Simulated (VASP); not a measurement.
C, 2 atoms in the cell. The cell holds a slab with vacuum, 2 atoms: a = 2.459 Å, b = 2.459 Å, c = 8.523 Å, α = 90.00°, β = 90.00°, γ = 120.00°. 

```yaml
Program: VASP 6.6.1
Task: relaxation of cell and atoms
Functional: PBEsol
Potentials_or_basis: VASP PAW PBE potentials, release 64 (C)
Cutoff: 600 eV
k_mesh: 18 × 18 × 6
Occupations: fermi-dirac, width 0.15 eV
Spin: no spin polarisation
Dipole_correction: no
Further_INCAR_settings: ALGO = Normal; EDIFF = 1e-06; IBRION = 2; EDIFFG = -0.001; NSW = 80; ISIF = 3
```

Potentials or basis: VASP PAW PBE potentials, release 64 (C).

Run with:

```bash
$ cat potpaw_PBE.64/C/POTCAR > POTCAR
$ mpirun -np 1 vasp_std > vasp.out
```

Hardware: 1 thread of Intel(R) Xeon(R) 6975P-C (Granite Rapids), on a shared host.

Question: How long does it take, and how much memory?

Answer: Wall time 7.8 min on 1 thread of Intel(R) Xeon(R) 6975P-C (Granite Rapids), on a shared host, peak memory 0.19 GiB. Counts: scf iterations 286, k points 148, ion steps 37.
